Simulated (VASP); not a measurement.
# Si11BO23 (a cell with a defect) in VASP: single point with PBE

Aim: the single point of Si11BO23 (a cell with a defect) with PBE.

All numbers are computed with VASP 6.6.1; they aren't measurements. Logs are shortened: lines on timing, memory, paths and dates and some standing lists are left out, and cuts for length are marked.

**1. The cell of the first run**

The cell holds a defect, 35 atoms: a = 7.454 Å, b = 7.454 Å, c = 10.042 Å, α = 70.32°, β = 70.32°, γ = 71.37°.

**2. Single point, PBE**

Contents of INCAR:

```
ALGO = Normal ; EDIFF = 1E-6
ENCUT = 520 ; GGA = PE
GGA_COMPAT = F ; ISIF = 2
ISMEAR = -1 ; LASPH = T
LCHARG = F ; LREAL = Auto
LWAVE = F ; NBANDS = 116
NELECT = 184.0 ; NELM = 120
PREC = Accurate ; SIGMA = 0.01
```

Contents of KPOINTS:

```
Automatic mesh
0
Gamma
  2 2 2
  0.5 0.5 0.5
```

Contents of POSCAR:

```
Si11BO23
1.0
   -2.5104095144      4.3481568267      5.5092742089
    5.0208190287      0.0000000000      5.5092742089
    5.0208190287      8.6963136534      0.0000000000
Si O B
11 23 1
Direct
    0.3996752363      0.9195793427      0.0508766144
    0.8916243721      0.4306578227      0.3014023293
   -0.0010589456      0.0070626525      0.2575725612
    0.4940284096      0.5168194592      0.0126391998
    0.1094034571      0.5775437321      0.4489123575
    0.6004871751      0.0834634518      0.2003593779
    0.3999144867      0.9296086592      0.5276893908
    0.9105991708      0.4385144040      0.7849248055
   -0.0057217066      0.0028768620      0.7599472361
    0.0840668555      0.5832141393      0.9660407449
    0.6367038630     -0.1338666697      0.7524525756
    0.0474579474      0.4631858238      0.3665955089
    0.5491118016      0.9745828387      0.1071046720
    0.0767230009      0.8122910448      0.3763332282
    0.6009645447      0.3112507601      0.1024618220
    0.1772556566      0.0356115071      0.1076634350
    0.6689564371      0.5187201114      0.3846449296
    0.3414665621      0.4809032758      0.4449064334
    0.8204796731      0.9758441533      0.2159269462
    0.4281962683      0.6800999041      0.1028594746
    0.9278412297      0.1965470317      0.3232400800
    0.4468827501      0.0709509901      0.3620087039
    0.9364680083      0.5436052058      0.1273840502
    0.0415835960      0.4636361487      0.8734180309
    0.5706401654      0.9006376305      0.6084575673
    0.0512542652      0.8199447886      0.8953346558
    0.1858535695      0.0275477521      0.6223350650
    0.6745964306      0.5970411127      0.8474716881
    0.3179210664      0.4985549004      0.9624105917
    0.8322199561      0.9411430842      0.7154737890
    0.4017889119      0.7123827766      0.5261749497
    0.9006357932      0.2138636914      0.8086467769
    0.4617748150     -0.0343475753      0.8714598922
    0.9653304229      0.5525125510      0.6159296060
    0.4740330784      0.5698464808      0.4503535208
```

Potentials or basis: VASP PAW PBE potentials, release 64 (Si, O, B).

On the command line:

```bash
$ cat potpaw_PBE.64/Si/POTCAR potpaw_PBE.64/O/POTCAR potpaw_PBE.64/B/POTCAR > POTCAR
$ mpirun -np 1 vasp_std > vasp.out
```

OUTCAR:

```text
EDIFF = 1E-6
   ENCUT = 520
   GGA = PE
   ISIF = 2
   ISMEAR = -1
   LASPH = T
   LREAL = Auto
   NELECT = 184.0
   NELM = 120
   PREC = Accurate

 ion  position               nearest neighbor table
   1  0.400  0.920  0.051-  13 1.61  16 1.61  33 1.64  20 1.65   4 2.98  11 3.01   3 3.02   6 3.15

   2  0.892  0.431  0.301-  17 1.62  12 1.62  21 1.63  23 1.63   5 3.14   3 3.14  10 3.15
   3  0.999  0.007  0.258-  21 1.62  14 1.62  19 1.62  16 1.64   1 3.02   6 3.05   5 3.14   2 3.14

   4  0.494  0.517  0.013-  15 1.60  29 1.61  20 1.61  28 1.81   1 2.98  10 3.11   6 3.14
   5  0.109  0.578  0.449-  12 1.61  14 1.62  18 1.64  34 1.64   3 3.14   2 3.14   8 3.15
   6  0.600  0.083  0.200-  19 1.61  13 1.62  22 1.63  15 1.65   3 3.05   7 3.10   4 3.14   1 3.15

   7  0.400  0.930  0.528-  31 1.62  22 1.63  27 1.64  25 1.65   6 3.10  11 3.14
   8  0.911  0.439  0.785-  34 1.60  24 1.61  32 1.63  28 1.82   5 3.15
   9  0.994  0.003  0.760-  27 1.63  26 1.63  30 1.65  32 1.67  10 3.12
  10  0.084  0.583  0.966-  23 1.61  26 1.64  24 1.64  29 1.65   4 3.11   9 3.12   2 3.15
  11  0.637  0.866  0.752-  25 1.60  30 1.61  33 1.61  28 1.88   1 3.01   7 3.14
  12  0.047  0.463  0.367-   5 1.61   2 1.62
  13  0.549  0.975  0.107-   1 1.61   6 1.62
  14  0.077  0.812  0.376-   3 1.62   5 1.62
  15  0.601  0.311  0.102-   4 1.60   6 1.65
  16  0.177  0.036  0.108-   1 1.61   3 1.64
  17  0.669  0.519  0.385-  35 1.36   2 1.62
[... 8 lines left out ...]
  26  0.051  0.820  0.895-   9 1.63  10 1.64
  27  0.186  0.028  0.622-   9 1.63   7 1.64
  28  0.675  0.597  0.847-   4 1.81   8 1.82  11 1.88
  29  0.318  0.499  0.962-   4 1.61  10 1.65
  30  0.832  0.941  0.715-  11 1.61   9 1.65
  31  0.402  0.712  0.526-  35 1.38   7 1.62
  32  0.901  0.214  0.809-   8 1.63   9 1.67
  33  0.462  0.966  0.871-  11 1.61   1 1.64
  34  0.965  0.553  0.616-   8 1.60   5 1.64
  35  0.474  0.570  0.450-  17 1.36  18 1.38  31 1.38

  LATTYP: Found a base centered monoclinic cell.
 ALAT       =    12.1085520585
 B/A-ratio  =     0.7181959999
 C/A-ratio  =     0.8293013078
 COS(beta)  =    -0.4146506539

  Lattice vectors:

 A1 = (   2.5104095144,  -4.3481568267,  -5.5092742089)
 A2 = (  -5.0208190287,   0.0000000000,  -5.5092742089)
 A3 = (   5.0208190287,   8.6963136534,   0.0000000000)

Analysis of symmetry for initial positions (statically):
=====================================================================
 Subroutine PRICEL returns:
 Original cell was already a primitive cell.

 Routine SETGRP: Setting up the symmetry group for a
 base centered monoclinic supercell.

 Subroutine GETGRP returns: Found  1 space group operations
[... 168 lines left out ...]
   ISIF   =      2    stress and relaxation
   ISYM   =      2    0-nonsym 1-usesym 2-fastsym
   POTIM  = 0.5000    time-step for ionic-motion
   TEBEG  =    0.0;   TEEND  =   0.0 temperature during run
   PSTRESS=    0.0 pullay stress
   NELECT =     184.0000    total number of electrons
   NUPDOWN=      -1.0000    fix difference up-down
   EMIN   =  10.00;   EMAX   =-10.00  energy-range for DOS
   EFERMI =   0.00;   METHOD = LEGACY
   ISMEAR =    -1;   SIGMA  =   0.01  broadening in eV -4-tet -1-fermi 0-gaus
   EFERMI_NEDOS =   21; number of points for ismear=-14 and -15
   IALGO  =     38    algorithm
   IMIX   =      4    mixing-type and parameters
     AMIX     =   0.40;   BMIX     =  1.00
     AMIX_MAG =   1.60;   BMIX_MAG =  1.00
  volume/ion in A,a.u.               =      13.75        92.76
  Fermi-wavevector in a.u.,A,eV,Ry     =   1.188327  2.245613 19.213081  1.412122
  Thomas-Fermi vector in A             =   2.324459
   LORBIT       =      0    0 simple, 1 ext, 2 COOP (PROOUT), +10 PAW based schemes
   GGA     = PE    functional components
   LHFCALC =     F    Hartree Fock is set to
   AEXX    =    0.0000 exact exchange contribution
   IVDW    =     0    specifies the selected vdW correction
   LEPSILON=     F    determine dielectric tensor
   LRPA    =     F    only Hartree local field effects (RPA)
 non-spin polarized calculation
  energy-cutoff  :      520.00
  volume of cell :      481.10
 maximum number of plane-waves:     12962
   NGX = 27   NGY = 27   NGZ = 37

 number of electron     183.9999969 magnetization

 Free energy of the ion-electron system (eV)
  ---------------------------------------------------
  ext. energy  EPLUGINS =         0.00000000
  ---------------------------------------------------
  free energy    TOTEN  =      -278.14311871 eV

  energy without entropy =     -278.14311871  energy(sigma->0) =     -278.14311871

 E-fermi :   0.8287     XC(G=0):  -8.6238

 val. band max:        0.5286800181   @ k =  -0.2500   0.2500  -0.2500
 cond. band min:       5.7305628408   @ k =   0.2500   0.2500   0.2500
 fundamental gap:      5.2018828226
 Fermi energy:         0.8287409379

 k-point     1 :       0.2500    0.2500    0.2500
  band No.  band energies     occupation
      1     -19.3727      2.00000
      2     -18.6051      2.00000
      3     -18.5901      2.00000
      4     -18.4797      2.00000
      5     -18.3151      2.00000
      6     -18.2276      2.00000
[... 417 lines left out ...]
    103       9.1650      0.00000
    104       9.3278      0.00000
 [bands above 104 left out]

------------------------ aborting loop because EDIFF is reached ----------------------------------------

  FORCE on cell =-STRESS in cart. coord.  units (eV):
  Direction    XX          YY          ZZ          XY          YZ          ZX
  --------------------------------------------------------------------------------------
  -------------------------------------------------------------------------------------
  Total      -16.5983086     -7.2487477    -14.8190254      0.8211439      2.2211758     -1.3272825
  in kB      -55.2764661    -24.1401196    -49.3510136      2.7346118      7.3970640     -4.4201785
  external PRESSURE =     -42.9225331 kB  Pullay stress =       0.0000000 kB

 VOLUME and BASIS-vectors are now :
 -----------------------------------------------------------------------------
  energy-cutoff  :      520.00
  volume of cell :      481.10
      direct lattice vectors                 reciprocal lattice vectors
    -2.510409514  4.348156827  5.509274209    -0.099585346  0.057495626  0.090756056
     5.020819029  0.000000000  5.509274209     0.099585346 -0.057495626  0.090756056
     5.020819029  8.696313653  0.000000000     0.049792673  0.086243439 -0.045378028

 POSITION                                       TOTAL-FORCE (eV/Angst)
 -----------------------------------------------------------------------------------
      3.86914      2.18029      7.26814         0.011228      0.015948      0.014499
      1.43720      6.49801      7.28482         0.018371      0.002147     -0.016830
     -1.17907      6.58348      5.54235         0.014023      0.006291     -0.003103
      1.41810      2.25803      5.56904        -0.026374      0.011715     -0.006342
      4.87900      4.37959      3.78458        -0.001660     -0.003464     -0.023072
     -0.08245      4.35340      3.76807        -0.015941     -0.023731      0.006810
[... 27 lines left out ...]
      3.44316      9.55373      8.36221        -0.021500     -0.019844      0.019784
      3.93222      5.97759      5.75102        -0.020362      0.024362      0.029734
 -----------------------------------------------------------------------------------
    total drift:                                0.003598      0.004770     -0.004035

  FREE ENERGIE OF THE ION-ELECTRON SYSTEM (eV)
  ---------------------------------------------------
  free  energy   TOTEN  =      -278.1431187131 eV

  energy  without entropy=     -278.1431187131  energy(sigma->0) =     -278.14311871
```

Wall time 3.5 min (1 thread of Intel Xeon 6975P-C (Granite Rapids), shared host); peak memory 0.59 GiB.

What came out:

| Property | Result |
| --- | --- |
| Free energy | -278.1431 eV |
| Largest force | 0.057 eV/Å |

Forces in eV/Å, atoms in the order of the input:
```
Si   0.011  0.016  0.014
Si   0.018  0.002 -0.017
Si   0.014  0.006 -0.003
Si  -0.026  0.012 -0.006
Si  -0.002 -0.003 -0.023
Si  -0.016 -0.024  0.007
Si   0.035  0.008 -0.001
Si   0.002  0.016 -0.035
Si   0.032 -0.022  0.005
Si  -0.023  0.004  0.002
Si  -0.041 -0.021  0.033
O    0.015 -0.010 -0.002
O    0.012 -0.012  0.000
O   -0.015 -0.008 -0.004
O   -0.019  0.000 -0.019
O    0.012  0.007 -0.004
O   -0.046  0.015  0.017
O    0.009 -0.024 -0.037
O    0.010  0.017  0.005
O    0.016 -0.001  0.011
O   -0.009 -0.010  0.010
O    0.000  0.003  0.025
O   -0.006  0.011 -0.004
O    0.018  0.003  0.004
O   -0.004 -0.028 -0.027
O   -0.009  0.002 -0.006
O   -0.004  0.008 -0.001
O    0.014 -0.001  0.009
O    0.014 -0.004 -0.007
O    0.005  0.025  0.014
O    0.011 -0.008  0.012
O   -0.013  0.004  0.001
O    0.025  0.013 -0.022
O   -0.021 -0.020  0.020
B   -0.020  0.024  0.030
```

Caveat: the cell carries a net charge on a neutralising background, which shifts energy and pressure; the cell is charged against a uniform background, so pressure and absolute levels hang on convention.
